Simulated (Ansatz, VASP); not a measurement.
**SrTe: VASP beside Ansatz**

The input INCAR:

```
SYSTEM = SrTe
ALGO = Normal
EDIFF = 1E-8
ENCUT = 400
GGA = PE
GGA_COMPAT = .False.
ISIF = 2
ISMEAR = -1
LASPH = .True.
LCHARG = .False.
LEFG = .True.
LREAL = .False.
LWAVE = .False.
NBANDS = 15
NELM = 120
PREC = Accurate
SIGMA = 0.01
```

KPOINTS

```
k-points
0
Gamma
  7 7 7
  0 0 0
```

POSCAR

```
SrTe
1.0
    0.0000000000      3.3219356663      3.3219356663
    3.3219356663      0.0000000000      3.3219356663
    3.3219356663      3.3219356663      0.0000000000
Sr Te
1 1
Direct
    0.0000000000      0.0000000000      0.0000000000
    0.5000000000      0.5000000000      0.5000000000
```

Input for Ansatz:

```yaml
crystal:
  lattice:
    - [0.0, 3.3219356663, 3.3219356663]
    - [3.3219356663, 0.0, 3.3219356663]
    - [3.3219356663, 3.3219356663, 0.0]
  atoms:
    - { symbol: Sr, position: [0.0, 0.0, 0.0] }
    - { symbol: Te, position: [0.5, 0.5, 0.5] }
kpoints:
  mp_grid: { grid: [7, 7, 7] }
scf:
  occupations: { method: fermi_dirac, width: 0.01 }
hamiltonian:
  xc: pbe
  pseudopotentials: { kind: paw }
output:
  forces: true
  stress: true
  eigenvalues: true
  efg: { contact_densities: true }
```

Change from the starting cell: volume scaled by 0.97, PAW files.

Alike in both runs: task electric field gradients; functional PBE; k mesh 7 × 7 × 7; occupations fermi-dirac, width 0.01 eV; no spin polarisation.

```csv
,VASP,Ansatz
version,VASP 6.6.1,Ansatz 0.2.0
potentials or method,"VASP PAW PBE potentials, release 64 (Sr_sv, Te)","PAW with Ansatz's default frozen-core files, scalar-relativistic"
plane-wave cutoff (eV),400,420
valence electrons in the cell,16,26
```

```csv
,VASP,Ansatz,Ansatz less VASP
gap on the k mesh at the Fermi level (eV),1.73,1.75,+0.025
pressure (GPa),1.2,1.2,-0.08
```

The functional is the same, so the differences come from potentials, cutoffs and numerics. VASP's potentials hold 16 valence electrons a cell and Ansatz's 26, so a difference there can come from the potentials and not from the codes.

Neither program's run includes spin-orbit coupling.
